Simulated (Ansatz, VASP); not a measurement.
**Rb: VASP beside Ansatz**

INCAR

```
SYSTEM = Rb
ALGO     = Fast           ! electronic algorithm
EDIFF    = 1E-7           ! SCF threshold, eV
ENCUT    = 520            ! plane-wave cutoff, eV
GGA      = CA             ! functional
ISIF     = 2              ! what is computed and relaxed
ISMEAR   = 0              ! smearing method
LASPH    = .TRUE.         ! aspherical terms in the spheres
LCHARG   = .FALSE.        ! write CHGCAR
LREAL    = .FALSE.        ! projectors in reciprocal space
LWAVE    = .FALSE.        ! write WAVECAR
NBANDS   = 10             ! bands
NELM     = 60             ! most SCF steps
PREC     = Accurate       ! precision mode
SIGMA    = 0.15           ! smearing width, eV
```

File KPOINTS:

```
k-points
0
G
  14 14 14
  0 0 0
```

POSCAR

```
Rb
1.0
   -2.7119901181      2.7119901181      2.5167268296
    2.7119901181     -2.7119901181      2.5167268296
    2.7119901181      2.7119901181     -2.5167268296
Rb
1
Direct
    0.0000000000      0.0000000000      0.0000000000
```

Input for Ansatz:

```yaml
crystal:
  lattice:
    - [-2.7119901181, 2.7119901181, 2.5167268296]
    - [2.7119901181, -2.7119901181, 2.5167268296]
    - [2.7119901181, 2.7119901181, -2.5167268296]
  atoms:
    - { symbol: Rb, position: [0.0, 0.0, 0.0] }
basis:
  ecutwfc: 420
kpoints:
  mp_grid: { grid: [14, 14, 14] }
hamiltonian:
  xc: lda
scf:
  occupations: { method: gaussian, width: 0.15 }
output:
  forces: true
  stress: true
  eigenvalues: true
```

Alike in both runs: task single point; functional LDA; k mesh 14 × 14 × 14; occupations gaussian, width 0.15 eV; no spin polarisation.

|  | VASP | Ansatz |
| --- | --- | --- |
| version | VASP 6.6.1 | Ansatz 0.2.0 |
| potentials or method | VASP PAW LDA potentials, release 64 (Rb_sv), cutoff 520 eV | scalar-relativistic, plane waves, PAW |
| valence electrons in the cell | 9 | 9 |

```csv
,VASP,Ansatz,Ansatz less VASP
gap on the k mesh at the Fermi level (eV),none,none,-
pressure (GPa),0.2,0.2,0.00
```

LDA's correlation is that of Perdew and Zunger in VASP and of Perdew and Wang (1992) in Ansatz. A gap of «none» marks a metal or a gap that the smearing closes.
